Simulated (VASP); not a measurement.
MoS:

```
Mo S
1.0
     0.00000    2.44782    2.44782
     2.44782    0.00000    2.44782
     2.44782    2.44782    0.00000
Mo S
1 1
Direct
  0.00000 0.00000 0.00000
  0.50000 0.50000 0.50000
```

Base run:

- Program: VASP 6.6.1
- Functional: PBEsol
- Potentials or basis: VASP PAW PBE potentials, release 64 (Mo_sv, S)
- Cutoff: 520 eV
- k mesh: 14 × 14 × 14
- Occupations: gaussian, width 0.05 eV
- Spin: collinear spin
- Starting moments: [3.5, 0.0] μB
- Hubbard terms: Mo d U = 2.0 eV

Its results: pressure 18.6 GPa; net moment 2.40 μB per cell; site moments Mo +2.17; S +0.03 μB.

**Question.** The run is repeated on the same cell with these changes: hubbard terms from Mo d U = 2.0 eV to Mo d U = 4.0 eV; further incar settings from ALGO = Normal; EDIFF = 1e-06; NBANDS = 21 to ALGO = Normal; EDIFF = 1e-07; NBANDS = 21. What comes out?

**Answer.** Pressure 26.1 GPa; net moment 2.70 μB per cell; site moments Mo +2.51; S +0.02 μB.

Caveats: the cell stands under pressure; the PAW data sets were made with another functional, which shifts forces and pressure a little.
